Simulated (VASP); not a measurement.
# C (Fd-3m) in VASP: notebook

The runs below take C through single point, relaxation of cell and atoms, with LDA.

Everything below comes from runs of VASP 6.6.1. Logs are shortened: lines on timing, memory, paths and dates and some standing lists are left out, and cuts for length are marked.

## Step 1: The cell of the first run

It takes space group Fd-3m (No. 227, cubic). Conventional cell: a = 3.532 Å, b = 3.532 Å, c = 3.532 Å, α = 90.00°, β = 90.00°, γ = 90.00°. Within 2.0 Å of C (site symmetry -43m) lie 4 C at 1.53 Å.

## Step 2: Single point, LDA

The input, INCAR:

```
PREC     = Accurate       # precision mode
ENCUT    = 520            # plane-wave cutoff, eV
EDIFF    = 1E-6           # SCF threshold, eV
ISMEAR   = 0              # smearing method
SIGMA    = 0.01           # smearing width, eV
LREAL    = False          # projectors in reciprocal space
LASPH    = True           # aspherical terms in the spheres
NELM     = 80             # most SCF steps
ALGO     = Normal         # electronic algorithm
ISIF     = 2              # what is computed and relaxed
LWAVE    = False          # write WAVECAR
LCHARG   = True           # write CHGCAR
LELF     = True           # ELF
LVHAR    = True         
NBANDS   = 11             # bands
```

The input, KPOINTS:

```
regular mesh
0
Gamma
  10 10 10
```

The input, POSCAR:

```
C
1.0
    0.0000000000      1.7659113021      1.7659113021
    1.7659113021      0.0000000000      1.7659113021
    1.7659113021      1.7659113021      0.0000000000
C
2
Direct
    0.0000000000      0.0000000000      0.0000000000
    0.2500000000      0.2500000000      0.2500000000
```

Potentials or basis: VASP PAW LDA potentials, release 64 (C).

Command:

```sh
cat potpaw_LDA.64/C/POTCAR > POTCAR
mpirun -np 1 vasp_std > vasp.out
```

OUTCAR:

```text
PREC = Accurate
   ENCUT = 520
   EDIFF = 1E-6
   ISMEAR = 0
   LREAL = False
   LASPH = True
   NELM = 80
   ISIF = 2

 ion  position               nearest neighbor table
   1  0.000  0.000  0.000-   2 1.53   2 1.53   2 1.53   2 1.53
   2  0.250  0.250  0.250-   1 1.53   1 1.53   1 1.53   1 1.53

  LATTYP: Found a face centered cubic cell.
 ALAT       =     3.5318226042

  Lattice vectors:

 A1 = (   0.0000000000,   1.7659113021,   1.7659113021)
 A2 = (   1.7659113021,   0.0000000000,   1.7659113021)
 A3 = (   1.7659113021,   1.7659113021,   0.0000000000)

Analysis of symmetry for initial positions (statically):
=====================================================================
 Subroutine PRICEL returns:
 Original cell was already a primitive cell.

 Routine SETGRP: Setting up the symmetry group for a
 face centered cubic supercell.

 Subroutine GETGRP returns: Found 48 space group operations
 (whereof 24 operations were pure point group operations)
 out of a pool of 48 trial point group operations.

The static configuration has the point symmetry T_d .
 The point group associated with its full space group is O_h .

Analysis of symmetry for dynamics (positions and initial velocities):
=====================================================================
 Subroutine PRICEL returns:
 Original cell was already a primitive cell.

 Routine SETGRP: Setting up the symmetry group for a
 face centered cubic supercell.

 Subroutine GETGRP returns: Found 48 space group operations
 (whereof 24 operations were pure point group operations)
 out of a pool of 48 trial point group operations.

The dynamic configuration has the point symmetry T_d .
 The point group associated with its full space group is O_h .

 Subroutine INISYM returns: Found 48 space group operations
 (whereof 24 operations are pure point group operations),
 and found     1 'primitive' translations

----------------------------------------------------------------------------------------

                                     Primitive cell

  volume of cell :      11.0138

  direct lattice vectors                    reciprocal lattice vectors
     0.000000000  1.765911302  1.765911302    -0.283139929  0.283139929  0.283139929
     1.765911302  0.000000000  1.765911302     0.283139929 -0.283139929  0.283139929
     1.765911302  1.765911302  0.000000000     0.283139929  0.283139929 -0.283139929

  length of vectors
     2.497375713  2.497375713  2.497375713     0.490412742  0.490412742  0.490412742

  position of ions in fractional coordinates (direct lattice)
[... 82 lines left out ...]
   NSW    =      0    number of steps for IOM
   IBRION =     -1    ionic relax: 0-MD 1-quasi-New 2-CG
   NFREE  =      0    steps in history (QN), initial steepest desc. (CG)
   ISIF   =      2    stress and relaxation
   ISYM   =      2    0-nonsym 1-usesym 2-fastsym
   POTIM  = 0.5000    time-step for ionic-motion
   TEBEG  =    0.0;   TEEND  =   0.0 temperature during run
   PSTRESS=    0.0 pullay stress
   NELECT =       8.0000    total number of electrons
   NUPDOWN=      -1.0000    fix difference up-down
   EMIN   =  10.00;   EMAX   =-10.00  energy-range for DOS
   EFERMI =   0.00;   METHOD = LEGACY
   ISMEAR =     0;   SIGMA  =   0.01  broadening in eV -4-tet -1-fermi 0-gaus
   EFERMI_NEDOS =   21; number of points for ismear=-14 and -15
   IALGO  =     38    algorithm
   IMIX   =      4    mixing-type and parameters
     AMIX     =   0.40;   BMIX     =  1.00
     AMIX_MAG =   1.60;   BMIX_MAG =  1.00
  volume/ion in A,a.u.               =       5.51        37.16
  Fermi-wavevector in a.u.,A,eV,Ry     =   1.471610  2.780939 29.465250  2.165635
  Thomas-Fermi vector in A             =   2.586725
   LORBIT       =      0    0 simple, 1 ext, 2 COOP (PROOUT), +10 PAW based schemes
   GGA     = CA    functional components
   LHFCALC =     F    Hartree Fock is set to
   AEXX    =    0.0000 exact exchange contribution
   IVDW    =     0    specifies the selected vdW correction
   LEPSILON=     F    determine dielectric tensor
   LRPA    =     F    only Hartree local field effects (RPA)
 non-spin polarized calculation
 Gauss-broadening in eV      SIGMA  =   0.01
  energy-cutoff  :      520.00
  volume of cell :       11.01
 maximum number of plane-waves:       307
   NGX =  9   NGY =  9   NGZ =  9

 number of electron       7.9999998 magnetization

 Free energy of the ion-electron system (eV)
  ---------------------------------------------------
  ext. energy  EPLUGINS =         0.00000000
  ---------------------------------------------------
  free energy    TOTEN  =       -20.24516636 eV

  energy without entropy =      -20.24516636  energy(sigma->0) =      -20.24516636

 E-fermi :  10.3433     XC(G=0): -13.6429

 val. band max:       10.1604458722   @ k =   0.0000   0.0000   0.0000
 cond. band min:      14.3634878439   @ k =   0.4000   0.4000   0.0000
 fundamental gap:      4.2030419717
 Fermi energy:        10.3432543499

 k-point     1 :       0.0000    0.0000    0.0000
  band No.  band energies     occupation
      1     -11.5556      2.00000
      2      10.1604      2.00000
      3      10.1604      2.00000
      4      10.1604      2.00000
      5      15.7861      0.00000
      6      15.7861      0.00000
      7      15.7861      0.00000
      8      24.3974      0.00000
      9      29.5555      0.00000
     10      37.1226      0.00000
     11      37.1226      0.00000
[... 309 lines left out ...]
 k-point    24 :       0.4000    0.3000    0.0000
  band No.  band energies     occupation
      1      -6.8703      2.00000
      2       2.1346      2.00000
      3       4.0227      2.00000
      4       4.6555      2.00000
      5      14.9997      0.00000
      6      18.2077      0.00000
      7      24.4530      0.00000
      8      24.5610      0.00000
      9      32.3195      0.00000
     10      33.1548      0.00000
     11      41.3026      0.00000

 [... further k-points ...]
[... 5 lines left out ...]
  --------------------------------------------------------------------------------------
  -------------------------------------------------------------------------------------
  Total        0.1090089      0.1090089      0.1090089      0.0000000     -0.0000000      0.0000000
  in kB       15.8575493     15.8575493     15.8575493      0.0000000     -0.0000000      0.0000000
  external PRESSURE =      15.8575493 kB  Pullay stress =       0.0000000 kB

 VOLUME and BASIS-vectors are now :
 -----------------------------------------------------------------------------
  energy-cutoff  :      520.00
  volume of cell :       11.01
      direct lattice vectors                 reciprocal lattice vectors
     0.000000000  1.765911302  1.765911302    -0.283139929  0.283139929  0.283139929
     1.765911302  0.000000000  1.765911302     0.283139929 -0.283139929  0.283139929
     1.765911302  1.765911302  0.000000000     0.283139929  0.283139929 -0.283139929

 POSITION                                       TOTAL-FORCE (eV/Angst)
 -----------------------------------------------------------------------------------
      0.00000      0.00000      0.00000         0.000000      0.000000      0.000000
      0.88296      0.88296      0.88296        -0.000000     -0.000000     -0.000000
 -----------------------------------------------------------------------------------
    total drift:                                0.000000      0.000000      0.000000

  FREE ENERGIE OF THE ION-ELECTRON SYSTEM (eV)
  ---------------------------------------------------
  free  energy   TOTEN  =       -20.2451663631 eV

  energy  without entropy=      -20.2451663631  energy(sigma->0) =      -20.24516636
```

OSZICAR:

```text
N       E                     dE             d eps       ncg     rms          rms(c)
DAV:   1    -0.153158565536E+01   -0.15316E+01   -0.48031E+03  1053   0.709E+02
DAV:   2    -0.207302915055E+02   -0.19199E+02   -0.18624E+02  1418   0.126E+02
DAV:   3    -0.211129492359E+02   -0.38266E+00   -0.38184E+00  1211   0.136E+01
DAV:   4    -0.211136396046E+02   -0.69037E-03   -0.69035E-03  1124   0.726E-01
DAV:   5    -0.211136405208E+02   -0.91614E-06   -0.91614E-06  1151   0.248E-02    0.592E+00
DAV:   6    -0.204693068097E+02    0.64433E+00   -0.34478E-01  1061   0.409E+00    0.343E+00
DAV:   7    -0.202452758665E+02    0.22403E+00   -0.40860E-01  1126   0.446E+00    0.761E-01
DAV:   8    -0.202451802392E+02    0.95627E-04   -0.98597E-03  1085   0.821E-01    0.291E-02
DAV:   9    -0.202451647919E+02    0.15447E-04   -0.36949E-05  1178   0.472E-02    0.208E-02
DAV:  10    -0.202451664304E+02   -0.16385E-05   -0.21571E-06  1104   0.121E-02    0.493E-03
DAV:  11    -0.202451663631E+02    0.67361E-07   -0.88957E-08   550   0.228E-03
   1 F= -.20245166E+02 E0= -.20245166E+02  d E =-.123331-149
```

stdout:

```text
POSCAR found type information on POSCAR C
 POSCAR found :  1 types and       2 ions
 scaLAPACK will be used
 LDA part: xc-table for (Slater(with rela. corr.)+CA(PZ))
 , standard interpolation
 POSCAR, INCAR and KPOINTS ok, starting setup
 FFT: planning ... GRIDC
 FFT: planning ... GRID_SOFT
 FFT: planning ... GRID
 WAVECAR not read
 entering main loop
```

It took 3.2 s on 1 thread of Intel Xeon 6975P-C, shared host; peak memory 0.11 GiB.

Results:

- Free energy: -20.2452 eV
- Pressure: 1.6 GPa
- Band gap on the k mesh: 4.20 eV, indirect (least direct gap 5.63 eV)

A k mesh can miss the band edges. A hybrid or GW would open this gap; LDA tends to underestimate it.

## Step 3: Relaxation of cell and atoms, LDA

This run uses another cell than the first one, of 5.69 Å³/atom, 1.033 times its volume.

The input, INCAR:

```
  PREC = Accurate
  ENCUT = 600
  EDIFF = 1E-6
  ISMEAR = 0
  SIGMA = 0.01
  LREAL = F
  LASPH = T
  NELM = 100
  ALGO = Normal
  ISIF = 3
  LWAVE = F
  LCHARG = F
  IBRION = 2
  NSW = 80
  EDIFFG = -0.002
```

The input, KPOINTS:

```
Automatic mesh
0
Gamma
  10 10 10
```

The input, POSCAR:

```
C
1.0
    0.0000000000      1.7850000000      1.7850000000
    1.7850000000      0.0000000000      1.7850000000
    1.7850000000      1.7850000000      0.0000000000
C
2
Direct
    0.0000000000      0.0000000000      0.0000000000
    0.2500000000      0.2500000000      0.2500000000
```

Potentials or basis: VASP PAW LDA potentials, release 64 (C).

Command:

```sh
cat potpaw_LDA.64/C/POTCAR > POTCAR
mpirun -np 1 vasp_std > vasp.out
```

It took 7.3 s on 1 thread of Intel Xeon 6975P-C, shared host; peak memory 0.11 GiB.

It converged, with:

* Free energy: -20.2540 eV
* Relaxed volume: 5.52 Å³/atom
* Relaxed cell: a = 2.499 Å, b = 2.499 Å, c = 2.499 Å, α = 60.00°, β = 60.00°, γ = 60.00°
* Space group after relaxing (to 0.05 Å): Fd-3m (No. 227)
* Energy gained by relaxing: 7.4 meV/atom
* Ionic steps: 6
* Pressure after relaxing: 0.0 GPa
* Band gap on the k mesh: 4.20 eV, indirect (least direct gap 5.62 eV)

The path:
```
step  energy change (eV)  largest force (eV/Å)  pressure (GPa)  volume (Å³)
   1              0.0000                0.0000          -13.52        11.37
   2              0.0108                0.0000           19.80        10.60
   3             -0.0149                0.0000           -0.13        11.03
   4             -0.0149                0.0000            0.15        11.03
   5             -0.0149                0.0000           -0.16        11.03
   6             -0.0149                0.0000           -0.03        11.03
```

Final structure:
```
C
1.0
     0.00000    1.76681    1.76681
     1.76681    0.00000    1.76681
     1.76681    1.76681    0.00000
C
2
Direct
  0.00000 0.00000 0.00000
  0.25000 0.25000 0.25000
```

Levels at points of the mesh, in eV from the valence-band top:
```
           k point  band 2  band 3  band 4  band 5  band 6  band 7
(0.00, 0.00, 0.00)    0.00    0.00    0.00    5.62    5.62    5.62
(0.50, 0.00, 0.00)  -13.67   -2.86   -2.86    8.50    8.50    9.40
(0.50, 0.50, 0.00)  -12.81   -6.46   -6.46    4.77    4.77   17.05
```

A k mesh can miss the band edges. A hybrid or GW would open this gap; LDA tends to underestimate it.
